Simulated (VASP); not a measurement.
# S (R-3m) in VASP: notebook, part 2 of 2

VASP 6.6.1. Earlier steps stand in the parts before.

### Step 3. Relaxation of cell and atoms, PBE, target pressure 110 GPa, at which the enthalpy is minimised

This run uses another cell than the first one, of 9.99 Å³/atom.

INCAR reads:

```
SYSTEM = S
  PREC = Accurate
  ENCUT = 600
  EDIFF = 1E-7
  ISMEAR = -1
  SIGMA = 0.08
  LREAL = .FALSE.
  LASPH = .TRUE.
  NELM = 80
  ALGO = Normal
  ISIF = 3
  LWAVE = .FALSE.
  LCHARG = .FALSE.
  GGA = PE
  IBRION = 2
  NSW = 60
  EDIFFG = -0.005
  PSTRESS = 1100.0
```

KPOINTS reads:

```
regular mesh
0
G
  15 15 15
  0 0 0
```

POSCAR reads:

```
S
1.0
    1.4834083698     -0.8564462216      2.6206881200
    0.0000000000      1.7128924433      2.6206881200
   -1.4834083698     -0.8564462216      2.6206881200
S
2
Direct
    0.2320000000      0.2320000000      0.2320000000
   -0.2320000000     -0.2320000000     -0.2320000000
```

Potentials or basis: VASP PAW PBE potentials, release 64 (S).

The run is started by

```sh
> cat potpaw_PBE.64/S/POTCAR > POTCAR
> mpirun -np 1 vasp_std > vasp.out
```

OUTCAR:

```text
SYSTEM = S
   PREC = Accurate
   ENCUT = 600
   EDIFF = 1E-7
   ISMEAR = -1
   LREAL = .FALSE.
   LASPH = .TRUE.
   NELM = 80
   ISIF = 3
   GGA = PE
   IBRION = 2
   NSW = 60
   EDIFFG = -0.005
   PSTRESS = 1100.0

 ion  position               nearest neighbor table
   1  0.232  0.232  0.232-   2 2.00   2 2.00   2 2.00   2 2.34   2 2.34   2 2.34
   2  0.768  0.768  0.768-   1 2.00   1 2.00   1 2.00   1 2.34   1 2.34   1 2.34

  LATTYP: Found a trigonal (rhomboedric) cell.
 ALAT       =     3.1308156676
 COS(alpha) =     0.5510102270

  Lattice vectors:

 A1 = (   1.4834083698,  -0.8564462216,   2.6206881200)
 A2 = (   0.0000000000,   1.7128924433,   2.6206881200)
 A3 = (  -1.4834083698,  -0.8564462216,   2.6206881200)

Analysis of symmetry for initial positions (statically):
=====================================================================
 Subroutine PRICEL returns:
 Original cell was already a primitive cell.

 Routine SETGRP: Setting up the symmetry group for a
 trigonal (rhombohedral) supercell.

 Subroutine GETGRP returns: Found 12 space group operations
 (whereof 12 operations were pure point group operations)
 out of a pool of 12 trial point group operations.

The static configuration has the point symmetry D_3d.

Analysis of symmetry for dynamics (positions and initial velocities):
=====================================================================
 Subroutine PRICEL returns:
 Original cell was already a primitive cell.

 Routine SETGRP: Setting up the symmetry group for a
 trigonal (rhombohedral) supercell.

 Subroutine GETGRP returns: Found 12 space group operations
 (whereof 12 operations were pure point group operations)
 out of a pool of 12 trial point group operations.

The dynamic configuration has the point symmetry D_3d.
[... 143 lines left out ...]
  ---------------------------------------------------
  ext. energy  EPLUGINS =         0.00000000
  ---------------------------------------------------
  free energy    TOTEN  =        -2.76978958 eV

  energy without entropy =       -2.75124104  energy(sigma->0) =       -2.76051531

------------------------ aborting loop because EDIFF is reached ----------------------------------------

  FORCE on cell =-STRESS in cart. coord.  units (eV):
  Direction    XX          YY          ZZ          XY          YZ          ZX
  --------------------------------------------------------------------------------------
  -------------------------------------------------------------------------------------
  Total       14.0939627     14.0939627     11.8018301      0.0000000      0.0000000      0.0000000
  in kB     1130.3587128   1130.3587129    946.5259590      0.0000000      0.0000000      0.0000000
  external PRESSURE =     -30.9188718 kB  Pullay stress =    1100.0000000 kB
[... 97 lines left out ...]
  energy  without entropy=       -3.3949509816  energy(sigma->0) =       -3.40211248

  enthalpy is  TOTEN    =        10.0802507865 eV   P V=       13.4895247620

[... ionic steps 4 to 30 ...]

--------------------------------------- Ionic step       31  -------------------------------------------

 number of electron      12.0000001 magnetization

------------------------ aborting loop because EDIFF is reached ----------------------------------------
[... 71 lines left out ...]
--------------------------------------- Ionic step       33  -------------------------------------------

 number of electron      12.0000002 magnetization

 Free energy of the ion-electron system (eV)
  ---------------------------------------------------
  ext. energy  EPLUGINS =         0.00000000
  ---------------------------------------------------
  free energy    TOTEN  =        -3.63199591 eV

  energy without entropy =       -3.61714375  energy(sigma->0) =       -3.62456983

 E-fermi :  16.5535     XC(G=0): -13.4106

 val. band max:       16.5527135197   @ k =   0.3333   0.3333   0.3333
 cond. band min:      16.5547881043   @ k =  -0.2667   0.2000   0.2000
 fundamental gap:      0.0020745846
 Fermi energy:        16.5534809770

 k-point     1 :       0.0000    0.0000    0.0000
  band No.  band energies     occupation
      1      -7.2305      2.00000
      2       6.0533      2.00000
      3       8.1783      2.00000
      4      14.0318      2.00000
      5      14.0318      2.00000
      6      20.0718      0.00000
      7      20.0718      0.00000
      8      20.7925      0.00000
      9      22.2763      0.00000
     10      22.2763      0.00000
[... 287 lines left out ...]
 k-point    24 :       0.2000    0.1333    0.0000
  band No.  band energies     occupation
      1      -6.2924      2.00000
      2       4.6528      2.00000
      3       9.6981      2.00000
      4      11.7722      2.00000
      5      12.9862      2.00000
      6      14.0560      2.00000
      7      19.2071      0.00000
      8      20.2730      0.00000
      9      21.4435      0.00000
     10      23.8987      0.00000

 [... further k-points ...]

------------------------ aborting loop because EDIFF is reached ----------------------------------------

  FORCE on cell =-STRESS in cart. coord.  units (eV):
  Direction    XX          YY          ZZ          XY          YZ          ZX
  --------------------------------------------------------------------------------------
  -------------------------------------------------------------------------------------
  Total       13.5231014     13.5231015     13.5176202      0.0000000      0.0000000      0.0000000
  in kB     1100.2509661   1100.2509717   1099.8050093      0.0000000      0.0000026      0.0000000
  external PRESSURE =       0.1023157 kB  Pullay stress =    1100.0000000 kB
[... 21 lines left out ...]
  energy  without entropy=       -3.6171437547  energy(sigma->0) =       -3.62456983

  enthalpy is  TOTEN    =         9.8880208978 eV   P V=       13.5200168039

 reached required accuracy - stopping structural energy minimisation
```

OSZICAR:

```text
N       E                     dE             d eps       ncg     rms          rms(c)
DAV:   1     0.553520780387E+02    0.55352E+02   -0.70855E+03  6896   0.127E+03
DAV:   2    -0.661063767657E+00   -0.56013E+02   -0.53839E+02  9918   0.195E+02
DAV:   3    -0.278690625617E+01   -0.21258E+01   -0.20509E+01  8976   0.387E+01
DAV:   4    -0.281022340321E+01   -0.23317E-01   -0.23162E-01  9148   0.356E+00
[... 270 lines left out ...]
       N       E                     dE             d eps       ncg     rms          rms(c)
DAV:   1    -0.363199646427E+01    0.23027E-02   -0.12833E-04  7546   0.904E-02    0.256E-02
DAV:   2    -0.363199618311E+01    0.28116E-06   -0.30901E-06  8064   0.161E-02    0.671E-03
DAV:   3    -0.363199592252E+01    0.26060E-06   -0.18923E-07  6362   0.356E-03    0.287E-03
DAV:   4    -0.363199590610E+01    0.16413E-07   -0.85119E-08  3740   0.249E-03
  33 F= 0.98880209E+01 E0= 0.98954470E+01  d E =-.194339E-05
```

It took 13 min on 1 thread of Intel Xeon 6975P-C (Granite Rapids), shared host; peak memory 0.24 GiB.

Results:

* Free energy: -3.6320 eV
* Relaxed volume: 9.85 Å³/atom
* Relaxed cell: a = 3.441 Å, b = 3.441 Å, c = 3.441 Å, α = 46.66°, β = 46.66°, γ = 46.66°
* Space group after relaxing (to 0.1 Å): R-3m (No. 166)
* Energy change on relaxing (the run minimises the enthalpy): -431.1 meV/atom
* Ionic steps: 33
* Pressure after relaxing: 110.0 GPa
* Largest force after relaxing: 0.004 eV/Å
* Band gap on the k mesh: zero (bands 6 and 7 overlap by 7.42 eV)

Forces in eV/Å, atoms in the order of the input:
```
S    0.000  0.000  0.004
S    0.000  0.000 -0.004
```

The path:
```tsv
step	energy change (eV)	largest force (eV/Å)	pressure (GPa)	volume (Å³)
1	0.0000	5.2167	106.91	19.98
2	0.0278	4.2793	113.57	19.40
3	-0.6395	0.0169	107.27	19.65
4	-0.6437	0.1626	107.14	19.65
5	-0.3454	0.0018	114.13	19.21
6	-0.3573	0.0085	113.86	19.23
7	-0.3446	0.0600	114.04	19.20
8	-0.3055	0.2797	115.45	19.10
9	-0.1886	0.7944	122.23	18.88
10	0.2797	1.8110	139.27	18.28
11	-0.0486	1.2626	128.15	18.67
12	-0.0540	1.2675	128.15	18.67
13	-0.0698	1.2823	128.20	18.68
14	-0.0972	1.3128	127.89	18.71
15	-0.1312	1.3338	127.73	18.74
16	-0.1340	1.3025	129.91	18.77
17	-0.1391	1.3416	128.71	18.77
18	-0.2242	1.2217	126.72	18.87
19	-0.4710	0.8707	120.76	19.17
20	-0.9230	0.2150	108.04	19.78
21	-0.9001	0.2475	108.71	19.75
22	-0.8870	0.1980	109.12	19.73
23	-0.8466	0.0471	110.33	19.67
24	-0.8357	0.0066	110.67	19.65
25	-0.8455	0.0068	110.39	19.67
26	-0.8748	0.0471	109.60	19.71
27	-0.8717	0.0323	109.71	19.71
28	-0.8627	0.0105	110.00	19.69
29	-0.8605	0.0208	110.07	19.69
30	-0.8598	0.0242	110.09	19.69
31	-0.8627	0.0066	110.00	19.69
32	-0.8645	0.0042	109.95	19.70
33	-0.8622	0.0045	110.01	19.69
```

Final structure:
```
CELL_PARAMETERS angstrom
1.36286 -0.78685 3.06055
0.00000 1.57370 3.06055
-1.36286 -0.78685 3.06055
ATOMIC_POSITIONS crystal
S 0.24999 0.24999 0.24999
S 0.75001 0.75001 0.75001
```

Caveat: the cell is relaxed towards a set pressure, so the run minimises the enthalpy, not the energy.
